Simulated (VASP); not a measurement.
Wanted: the native input for a VASP 6.6.1 run.

```yaml
Task: relaxation of cell and atoms
Functional: PBE
Potentials_or_basis: VASP PAW PBE potentials, release 64 (Na_pv, H)
Cutoff: 500 eV
k_mesh: 6 × 6 × 6
Occupations: gaussian, width 0.01 eV
Spin: no spin polarisation
Dipole_correction: no
Further_INCAR_settings: ALGO = Normal; EDIFF = 1e-07; IBRION = 2; EDIFFG = -0.01; NSW = 80; ISIF = 3
```

The structure of NaH lies in POSCAR:

```
NaH
1.0
    0.0000000000      2.4400000000      2.4400000000
    2.4400000000      0.0000000000      2.4400000000
    2.4400000000      2.4400000000      0.0000000000
Na H
1 1
Direct
    0.0000000000      0.0000000000      0.0000000000
    0.5000000000      0.5000000000      0.5000000000
```

These files were run (other wordings do the same):

INCAR

```
PREC = Accurate ; ENCUT = 500
EDIFF = 1E-7 ; ISMEAR = 0
SIGMA = 0.01 ; LREAL = False
LASPH = True ; NELM = 120
ALGO = Normal ; ISIF = 3
LWAVE = False ; LCHARG = False
GGA = PE ; IBRION = 2
NSW = 80 ; EDIFFG = -0.01
GGA_COMPAT = False ; NELMIN = 4
```

KPOINTS

```
regular mesh
0
Gamma
  6 6 6
```

Potentials or basis: VASP PAW PBE potentials, release 64 (Na_pv, H).

Launch:

```console
$ cat potpaw_PBE.64/Na_pv/POTCAR potpaw_PBE.64/H/POTCAR > POTCAR
$ mpirun -np 1 vasp_std > vasp.out
```

Results of the run:

```
Relaxed volume                        : 14.12 Å³/atom
Relaxed cell                          : a = 3.418 Å, b = 3.418 Å, c = 3.418 Å, α = 60.00°, β = 60.00°, γ = 60.00°
Space group after relaxing (to 0.1 Å) : Fm-3m (No. 225)
Energy gained by relaxing             : 1.0 meV/atom
Ionic steps                           : 3
Pressure after relaxing               : -0.1 GPa
Band gap on the k mesh                : 3.80 eV (least direct gap 4.61 eV)
```

Wall time 12 s on 1 thread of AMD EPYC 7R43 64-Core Processor (Zen 3), on a shared host, peak memory 0.11 GiB.
